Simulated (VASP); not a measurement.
S: relaxation of cell and atoms with PBE

The system is S.

```
S
1.0
     3.15524    0.00000    0.00000
     0.00000    3.15524    0.00000
     0.00000    0.00000    3.23284
S
1
Direct
  0.00000 0.00000 0.00000
```

- Program: VASP 6.6.1
- Task: relaxation of cell and atoms
- Functional: PBE
- Potentials or basis: VASP PAW PBE potentials, release 64 (S)
- Cutoff: 600 eV
- k mesh: 6 × 6 × 6
- Occupations: gaussian, width 0.1 eV
- Spin: no spin polarisation
- Dipole correction: no
- Further INCAR settings: ALGO = Normal; EDIFF = 1e-06; IBRION = 2; EDIFFG = -0.04; NSW = 90; ISIF = 3

| Property | Result |
| --- | --- |
| Relaxed volume | 25.15 Å³/atom |
| Relaxed cell | a = 2.361 Å, b = 2.361 Å, c = 4.513 Å, α = 90.00°, β = 90.00°, γ = 90.00° |
| Space group after relaxing (to 0.05 Å) | P4/mmm (No. 123) |
| Energy gained by relaxing | 1254.5 meV/atom |
| Ionic steps | 29 |
| Pressure after relaxing | -0.1 GPa |
| Band gap on the k mesh | zero (band 3 reaches 7.23 eV, above the bottom of band 4 at 1.73 eV) |

Stress tensor (GPa, compression positive):
```
-0.21  0.00  0.00
 0.00 -0.21  0.00
 0.00  0.00  0.08
```

Step by step:
| step | energy change (eV) | largest force (eV/Å) | pressure (GPa) | volume (Å³) |
| --- | --- | --- | --- | --- |
| 1 | 0.0000 | 0.0000 | -11.83 | 32.18 |
| 2 | -0.7908 | 0.0000 | -12.19 | 22.34 |
| 3 | 5.4617 | 0.0000 | 434.08 | 6.53 |
| 4 | -0.9271 | 0.0000 | -10.15 | 20.44 |
| 5 | -1.0152 | 0.0000 | 10.16 | 15.38 |
| 6 | -1.0575 | 0.0000 | -1.94 | 17.40 |
| 7 | -1.0604 | 0.0000 | -0.15 | 17.01 |
| 8 | -1.0599 | 0.0000 | 1.05 | 16.77 |
| 9 | -1.0653 | 0.0000 | -0.28 | 17.07 |
| 10 | -1.0700 | 0.0000 | -2.02 | 17.57 |
| 11 | -1.0727 | 0.0000 | -2.10 | 17.59 |
| 12 | -1.0898 | 0.0000 | -2.39 | 17.66 |
| 13 | -1.1311 | 0.0000 | -1.93 | 17.78 |
| 14 | -1.1840 | 0.0000 | 1.70 | 17.94 |
| 15 | -1.0860 | 0.0000 | 16.94 | 17.92 |
| 16 | -1.1948 | 0.0000 | 4.84 | 17.98 |
| 17 | -1.1962 | 0.0000 | 5.07 | 18.06 |
| 18 | -1.1962 | 0.0000 | 5.68 | 18.25 |
| 19 | -1.1967 | 0.0000 | 5.38 | 18.16 |
| 20 | -1.1994 | 0.0000 | 5.00 | 18.26 |
| 21 | -1.2061 | 0.0000 | 3.93 | 18.56 |
| 22 | -1.2155 | 0.0000 | 2.04 | 19.16 |
| 23 | -1.2224 | 0.0000 | -0.99 | 20.40 |
| 24 | -1.2248 | 0.0000 | -0.95 | 20.59 |
| 25 | -1.2316 | 0.0000 | -0.80 | 21.14 |
| 26 | -1.2443 | 0.0000 | -0.39 | 22.22 |
| 27 | -1.2534 | 0.0000 | 0.75 | 24.33 |
| 28 | -1.2542 | 0.0000 | -0.51 | 25.56 |
| 29 | -1.2545 | 0.0000 | -0.11 | 25.15 |

Final structure:
```
S
1.0
     2.36085    0.00000    0.00000
     0.00000    2.36085    0.00000
     0.00000    0.00000    4.51265
S
1
Direct
  0.00000 0.00000 0.00000
```

Levels at points of the mesh, in eV from the Fermi level:
```csv
k point,band 1,band 2,band 3,band 4,band 5,band 6
"(0.00, 0.00, 0.00)",-16.83,-4.71,3.40,4.48,4.48,8.69
"(0.50, 0.00, 0.00)",-12.63,-8.20,-1.42,6.12,6.73,9.06
"(0.50, 0.50, 0.00)",-8.00,-5.19,-5.19,1.44,3.44,10.01
"(0.00, 0.00, 0.50)",-16.79,-5.32,4.49,4.49,7.72,8.68
"(0.50, 0.00, 0.50)",-12.60,-8.16,-1.78,4.91,6.74,12.36
"(0.50, 0.50, 0.50)",-7.97,-5.17,-5.17,1.23,3.52,9.27
```

It took 76 s on 1 thread of Intel(R) Xeon(R) 6975P-C (Granite Rapids) (shared host), peak memory 0.16 GiB.

Caveat: the volume moved by over 15 % at a fixed basis, so the end points are rough.
